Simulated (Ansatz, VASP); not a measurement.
**Two plane-wave programs on BeAl**

```
Be Al
1.0
     2.70502    0.00000    0.00000
    -1.35251    2.34261    0.00000
     0.00000    0.00000    4.80613
Be Al
1 1
Direct
  0.00000 0.00000 0.50000
  0.00000 0.00000 0.00000
```

Alike in both runs: functional PBE; k mesh 6 × 6 × 6; occupations gaussian, width 0.1 eV; no spin polarisation.

Ansatz relaxed the structure, and its values are those at the end. VASP's run is a single point on that final structure, the one shown.

```csv
,VASP,Ansatz
version,VASP 6.6.1,Ansatz 0.2.0
potentials or method,"VASP PAW PBE potentials, release 64 (Be, Al), cutoff 520 eV","scalar-relativistic, plane waves, PAW"
valence electrons in the cell,5,5
```

```tsv
	VASP	Ansatz	Ansatz less VASP
gap on the k mesh at the Fermi level (eV)	none	none	-
pressure (GPa)	0.0	0.0	-0.01
```

A gap of «none» marks a metal or a gap that the smearing closes.

The k mesh is coarse, so the values compare programs but aren't converged.
